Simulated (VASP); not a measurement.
# Au in VASP: notebook

Au is run at these levels: PBE; tasks: relaxation of cell and atoms, single point.

All numbers are computed with VASP 6.6.1; they aren't measurements. Logs are shortened: lines on timing, memory, paths and dates and some standing lists are left out, and cuts for length are marked.

## Step 1: The cell of the first run

The structure is tetragonal, space group I4/mmm (No. 139). The conventional cell has a = 2.917 Å, b = 2.917 Å, c = 4.438 Å, α = 90.00°, β = 90.00°, γ = 90.00°. Within 3.8 Å of Au (site symmetry 4/mmm) lie 12 Au at 2.92 to 3.03 Å.

## Step 2: Relaxation of cell and atoms, PBE

Contents of INCAR:

```
SYSTEM = Au
PREC     = Accurate       ! precision mode
ENCUT    = 600            ! plane-wave cutoff, eV
EDIFF    = 1E-6           ! SCF threshold, eV
ISMEAR   = 0              ! smearing method
SIGMA    = 0.1            ! smearing width, eV
LREAL    = .False.        ! projectors in reciprocal space
LASPH    = .True.         ! aspherical terms in the spheres
NELM     = 100            ! most SCF steps
ALGO     = Normal         ! electronic algorithm
ISIF     = 3              ! what is computed and relaxed
LWAVE    = .False.        ! write WAVECAR
LCHARG   = .False.        ! write CHGCAR
GGA      = PE             ! functional
IBRION   = 2              ! ionic algorithm
NSW      = 90             ! ionic steps
EDIFFG   = -0.04          ! ionic threshold
```

Contents of KPOINTS:

```
regular mesh
0
Gamma
  8 8 8
  0 0 0
```

Contents of POSCAR:

```
Au
1.0
   -1.4584792887      1.4584792887      2.2188634728
    1.4584792887     -1.4584792887      2.2188634728
    1.4584792887      1.4584792887     -2.2188634728
Au
1
Direct
    0.0000000000      0.0000000000      0.0000000000
```

Potentials or basis: VASP PAW PBE potentials, release 64 (Au).

Command:

```sh
cat potpaw_PBE.64/Au/POTCAR > POTCAR
mpirun -np 1 vasp_std > vasp.out
```

OUTCAR:

```text
SYSTEM = Au
   PREC = Accurate
   ENCUT = 600
   EDIFF = 1E-6
   ISMEAR = 0
   LREAL = .False.
   LASPH = .True.
   NELM = 100
   ISIF = 3
   GGA = PE
   IBRION = 2
   NSW = 90
   EDIFFG = -0.04

 ion  position               nearest neighbor table
   1  0.000  0.000  0.000-

  LATTYP: Found a body centered tetragonal cell.
 ALAT       =     2.9169585774
 C/A-ratio  =     1.5213541186

  Lattice vectors:

 A1 = (  -1.4584792887,   1.4584792887,   2.2188634728)
 A2 = (   1.4584792887,  -1.4584792887,   2.2188634728)
 A3 = (   1.4584792887,   1.4584792887,  -2.2188634728)

Analysis of symmetry for initial positions (statically):
=====================================================================
 Subroutine PRICEL returns:
 Original cell was already a primitive cell.

 Routine SETGRP: Setting up the symmetry group for a
 body centered tetragonal supercell.

 Subroutine GETGRP returns: Found 16 space group operations
 (whereof 16 operations were pure point group operations)
 out of a pool of 16 trial point group operations.

The static configuration has the point symmetry D_4h.

Analysis of symmetry for dynamics (positions and initial velocities):
=====================================================================
 Subroutine PRICEL returns:
 Original cell was already a primitive cell.

 Routine SETGRP: Setting up the symmetry group for a
 body centered tetragonal supercell.

 Subroutine GETGRP returns: Found 16 space group operations
 (whereof 16 operations were pure point group operations)
 out of a pool of 16 trial point group operations.

The dynamic configuration has the point symmetry D_4h.

 Subroutine INISYM returns: Found 16 space group operations
 (whereof 16 operations are pure point group operations),
 and found     1 'primitive' translations

----------------------------------------------------------------------------------------

                                     Primitive cell

  volume of cell :      18.8795

  direct lattice vectors                    reciprocal lattice vectors
    -1.458479289  1.458479289  2.218863473     0.000000000  0.342822832  0.225340588
     1.458479289 -1.458479289  2.218863473     0.342822832  0.000000000  0.225340588
     1.458479289  1.458479289 -2.218863473     0.342822832  0.342822832  0.000000000

  length of vectors
     3.029468399  3.029468399  3.029468399     0.410250990  0.410250990  0.484824698

  position of ions in fractional coordinates (direct lattice)
     0.000000000  0.000000000  0.000000000

  ion indices of the primitive-cell ions
   primitive index   ion index
                 1           1

----------------------------------------------------------------------------------------

 KPOINTS: regular mesh

Automatic generation of k-mesh.
 Grid dimensions read from file:
 generate k-points for:    8    8    8

 Generating k-lattice:

  Cartesian coordinates                     Fractional coordinates (reciprocal lattice)
     0.000000000  0.042852854  0.028167574     0.125000000  0.000000000 -0.000000000
     0.042852854  0.000000000  0.028167574     0.000000000  0.125000000 -0.000000000
     0.042852854  0.042852854  0.000000000     0.000000000  0.000000000  0.125000000

  Length of vectors
     0.051281374  0.051281374  0.060603087

  Shift w.r.t. Gamma in fractional coordinates (k-lattice)
     0.000000000  0.000000000  0.000000000

 Subroutine IBZKPT returns following result:
 ===========================================

 Found     59 irreducible k-points:

 Following reciprocal coordinates:
            Coordinates               Weight
  0.000000  0.000000  0.000000      1.000000
  0.125000  0.000000 -0.000000      8.000000
  0.250000  0.000000 -0.000000      8.000000
  0.375000 -0.000000  0.000000      8.000000
  0.500000  0.000000 -0.000000      4.000000
  0.125000  0.125000 -0.000000      8.000000
[... 16 lines left out ...]
  0.250000  0.125000  0.125000     16.000000
  0.375000  0.125000  0.125000      8.000000
 [... further k-points ...]
   k-points           NKPTS =     59   k-points in BZ     NKDIM =     59   number of bands    NBANDS=      9
   number of dos      NEDOS =    301   number of ions     NIONS =      1
   total plane-waves  NPLWV =  13824
   dimension x,y,z NGX =    24 NGY =   24 NGZ =   24
   dimension x,y,z NGXF=    48 NGYF=   48 NGZF=   48
   ions per type =               1
   NGX,Y,Z   is equivalent  to a cutoff of  13.17, 13.17, 13.17 a.u.
   NGXF,Y,Z  is equivalent  to a cutoff of  26.34, 26.34, 26.34 a.u.
 SYSTEM =  Au
   PREC   = accura    normal or accurate (medium, high low for compatibility)
   ISTART =      0    job   : 0-new  1-cont  2-samecut
   ICHARG =      2    charge: 1-file 2-atom 10-const
   ISPIN  =      1    spin polarized calculation?
   LNONCOLLINEAR =      F non collinear calculations
   LSORBIT =      F    spin-orbit coupling
   LASPH  =      T    aspherical Exc in radial PAW
   ENCUT  =  600.0 eV  44.10 Ry    6.64 a.u.   6.05  6.05  6.05*2*pi/ulx,y,z
   NELM   =    100;   NELMIN=  2; NELMDL= -5     # of ELM steps
   EDIFF  = 0.1E-05   stopping-criterion for ELM
   LREAL  =      F    real-space projection
   EDIFFG = -.4E-01   stopping-criterion for IOM
   NSW    =     90    number of steps for IOM
   IBRION =      2    ionic relax: 0-MD 1-quasi-New 2-CG
   NFREE  =      1    steps in history (QN), initial steepest desc. (CG)
   ISIF   =      3    stress and relaxation
   ISYM   =      2    0-nonsym 1-usesym 2-fastsym
   POTIM  = 0.5000    time-step for ionic-motion
   TEBEG  =    0.0;   TEEND  =   0.0 temperature during run
   PSTRESS=    0.0 pullay stress
   NELECT =      11.0000    total number of electrons
   NUPDOWN=      -1.0000    fix difference up-down
   EMIN   =  10.00;   EMAX   =-10.00  energy-range for DOS
   EFERMI =   0.00;   METHOD = LEGACY
   ISMEAR =     0;   SIGMA  =   0.10  broadening in eV -4-tet -1-fermi 0-gaus
   EFERMI_NEDOS =   21; number of points for ismear=-14 and -15
   IALGO  =     38    algorithm
   IMIX   =      4    mixing-type and parameters
     AMIX     =   0.40;   BMIX     =  1.00
     AMIX_MAG =   1.60;   BMIX_MAG =  1.00
  volume/ion in A,a.u.               =      18.88       127.41
  Fermi-wavevector in a.u.,A,eV,Ry     =   1.367336  2.583891 25.437570  1.869609
  Thomas-Fermi vector in A             =   2.493398
   LORBIT       =      0    0 simple, 1 ext, 2 COOP (PROOUT), +10 PAW based schemes
   GGA     = PE    functional components
   LHFCALC =     F    Hartree Fock is set to
   AEXX    =    0.0000 exact exchange contribution
   IVDW    =     0    specifies the selected vdW correction
   LEPSILON=     F    determine dielectric tensor
   LRPA    =     F    only Hartree local field effects (RPA)
 conjugate gradient relaxation of ions
 non-spin polarized calculation
 Gauss-broadening in eV      SIGMA  =   0.10
  energy-cutoff  :      600.00
  volume of cell :       18.88
 maximum number of plane-waves:       652
   NGX = 13   NGY = 13   NGZ = 13

--------------------------------------- Ionic step        1  -------------------------------------------

 number of electron      10.9999999 magnetization

 Free energy of the ion-electron system (eV)
  ---------------------------------------------------
  ext. energy  EPLUGINS =         0.00000000
  ---------------------------------------------------
  free energy    TOTEN  =        -3.17902357 eV

  energy without entropy =       -3.17732682  energy(sigma->0) =       -3.17817519

------------------------ aborting loop because EDIFF is reached ----------------------------------------

  FORCE on cell =-STRESS in cart. coord.  units (eV):
  Direction    XX          YY          ZZ          XY          YZ          ZX
  --------------------------------------------------------------------------------------
  -------------------------------------------------------------------------------------
  Total       -0.6946880     -0.6946880     -0.5656530      0.0000000      0.0000000      0.0000000
  in kB      -58.9534557    -58.9534557    -48.0031295      0.0000000      0.0000000      0.0000000
  external PRESSURE =     -55.3033470 kB  Pullay stress =       0.0000000 kB
[... 160 lines left out ...]
  energy  without entropy=       -3.1929978316  energy(sigma->0) =       -3.19388724

--------------------------------------- Ionic step        6  -------------------------------------------

 number of electron      11.0000002 magnetization

 Free energy of the ion-electron system (eV)
  ---------------------------------------------------
  ext. energy  EPLUGINS =         0.00000000
  ---------------------------------------------------
  free energy    TOTEN  =        -3.19508559 eV

  energy without entropy =       -3.19302691  energy(sigma->0) =       -3.19405625

 E-fermi :   8.6091     XC(G=0): -12.3783

 val. band max:        8.5157614000   @ k =  -0.1250   0.3750   0.1250
 cond. band min:       8.6124856481   @ k =   0.5000   0.2500   0.1250
 fundamental gap:      0.0967242481
 Fermi energy:         8.6091225953

 k-point     1 :       0.0000    0.0000    0.0000
  band No.  band energies     occupation
      1      -0.7105      2.00000
      2       3.6329      2.00000
      3       4.4552      2.00000
      4       4.4552      2.00000
      5       5.0741      2.00000
      6       5.9129      2.00000
      7      23.2695      0.00000
      8      25.9650      0.00000
      9      27.2492      0.00000
[... 265 lines left out ...]
 k-point    24 :       0.3750    0.1250    0.1250
  band No.  band energies     occupation
      1       2.7324      2.00000
      2       3.5900      2.00000
      3       4.5809      2.00000
      4       4.8257      2.00000
      5       6.5722      2.00000
      6      11.1607      0.00000
      7      11.5247      0.00000
      8      21.0714      0.00000
      9      21.8789      0.00000

 [... further k-points ...]

------------------------ aborting loop because EDIFF is reached ----------------------------------------

  FORCE on cell =-STRESS in cart. coord.  units (eV):
  Direction    XX          YY          ZZ          XY          YZ          ZX
  --------------------------------------------------------------------------------------
  -------------------------------------------------------------------------------------
  Total        0.0081683      0.0081683      0.0144779      0.0000000      0.0000000      0.0000000
  in kB        0.7257147      0.7257147      1.2862925      0.0000000      0.0000000      0.0000000
  external PRESSURE =       0.9125740 kB  Pullay stress =       0.0000000 kB
[... 16 lines left out ...]
  FREE ENERGIE OF THE ION-ELECTRON SYSTEM (eV)
  ---------------------------------------------------
  free  energy   TOTEN  =        -3.1950855889 eV

  energy  without entropy=       -3.1930269140  energy(sigma->0) =       -3.19405625

 reached required accuracy - stopping structural energy minimisation
```

It took 16 s on 1 thread of Intel Xeon 6975P-C (Granite Rapids), shared host; peak memory 0.15 GiB.

Results:

| Property | Result |
| --- | --- |
| Free energy | -3.1951 eV |
| Relaxed volume | 18.03 Å³/atom |
| Relaxed cell | a = 2.995 Å, b = 2.995 Å, c = 2.995 Å, α = 123.09°, β = 123.09°, γ = 84.73° |
| Space group after relaxing (to 0.05 Å) | I4/mmm (No. 139) |
| Energy gained by relaxing | 16.1 meV/atom |
| Ionic steps | 6 |
| Pressure after relaxing | 0.1 GPa |

Step by step:
```tsv
step	energy change (eV)	largest force (eV/Å)	pressure (GPa)	volume (Å³)
1	0.0000	0.0000	-5.53	18.88
2	0.0055	0.0000	8.11	17.15
3	-0.0155	0.0000	-0.02	18.04
4	-0.0155	0.0000	0.10	18.03
5	-0.0158	0.0000	0.10	18.03
6	-0.0161	0.0000	0.09	18.03
```

Final structure:
```yaml
crystal:
  lattice:
    - [-1.42726, 1.42726, 2.21313]
    - [1.42726, -1.42726, 2.21313]
    - [1.42726, 1.42726, -2.21313]
  atoms:
    - { symbol: Au, position: [0.00000, 0.00000, 0.00000] }
```

Caveat: the k points lie up to 0.39 Å⁻¹ apart in the final cell; spin-orbit coupling is left out, which moves the levels of the heavy elements.

## Step 3: Single point, PBE

This run uses another cell than the first one: it holds 3 atoms, not 1.

Contents of INCAR:

```
SYSTEM = Au
ALGO     = Fast           ! electronic algorithm
EDIFF    = 1E-7           ! SCF threshold, eV
ENCUT    = 520            ! plane-wave cutoff, eV
GGA      = PE             ! functional
ISIF     = 2              ! what is computed and relaxed
ISMEAR   = 0              ! smearing method
LASPH    = .True.         ! aspherical terms in the spheres
LCHARG   = .True.         ! write CHGCAR
LELF     = .True.         ! ELF
LREAL    = .False.        ! projectors in reciprocal space
LVHAR    = .True.       
LWAVE    = .False.        ! write WAVECAR
NBANDS   = 24             ! bands
NELM     = 60             ! most SCF steps
PREC     = Accurate       ! precision mode
SIGMA    = 0.1            ! smearing width, eV
```

Contents of KPOINTS:

```
k-points
0
Gamma
  6 6 6
  0 0 0
```

Contents of POSCAR:

```
Au
1.0
    4.5078079360     -2.0948377129     -0.5022666548
    4.5078079360      2.0948377129     -0.5022666548
   -0.6083201842      0.0000000000      2.9281835318
Au
3
Direct
    0.6666495048      0.6666495048      0.6666165948
    0.3333504952      0.3333504952      0.3333834052
    0.0000000000      0.0000000000      0.0000000000
```

Potentials or basis: VASP PAW PBE potentials, release 64 (Au).

Command:

```sh
cat potpaw_PBE.64/Au/POTCAR > POTCAR
mpirun -np 1 vasp_std > vasp.out
```

It took 41 s on 1 thread of Intel Xeon 6975P-C (Granite Rapids), shared host; peak memory 0.22 GiB.

The run converged. Its results:

- Free energy: -9.6567 eV
- Pressure: -0.3 GPa

Stress tensor (GPa, compression positive):
```
-0.27  0.00 -0.21
 0.00 -0.32  0.00
-0.21  0.00 -0.27
```

Levels at points of the mesh, in eV from the Fermi level:
| k point | band 12 | band 13 | band 14 | band 15 | band 16 | band 17 | band 18 | band 19 | band 20 | band 21 |
| --- | --- | --- | --- | --- | --- | --- | --- | --- | --- | --- |
| (0.00, 0.00, 0.00) | -3.18 | -3.01 | -2.85 | -2.26 | -2.26 | 2.88 | 2.88 | 6.35 | 6.36 | 6.80 |
| (0.50, 0.00, 0.00) | -2.32 | -2.32 | -2.23 | -2.23 | -1.93 | -1.73 | -0.47 | 3.14 | 10.72 | 10.73 |
| (0.50, 0.50, 0.00) | -3.54 | -2.09 | -2.09 | -1.89 | -1.63 | -1.50 | 1.16 | 5.28 | 9.38 | 10.77 |
| (0.00, 0.00, 0.50) | -2.44 | -1.93 | -1.56 | -1.52 | -0.27 | -0.27 | 1.50 | 5.75 | 8.17 | 8.17 |
| (0.50, 0.00, 0.50) | -1.98 | -1.98 | -1.95 | -1.82 | -0.74 | 2.63 | 2.97 | 2.98 | 4.18 | 4.18 |
| (0.50, 0.50, 0.50) | -2.45 | -1.92 | -1.64 | -1.49 | -0.24 | -0.24 | 1.17 | 5.31 | 8.16 | 8.16 |

Caveat: the k points lie up to 0.37 Å⁻¹ apart; spin-orbit coupling is left out, which moves the levels of the heavy elements.
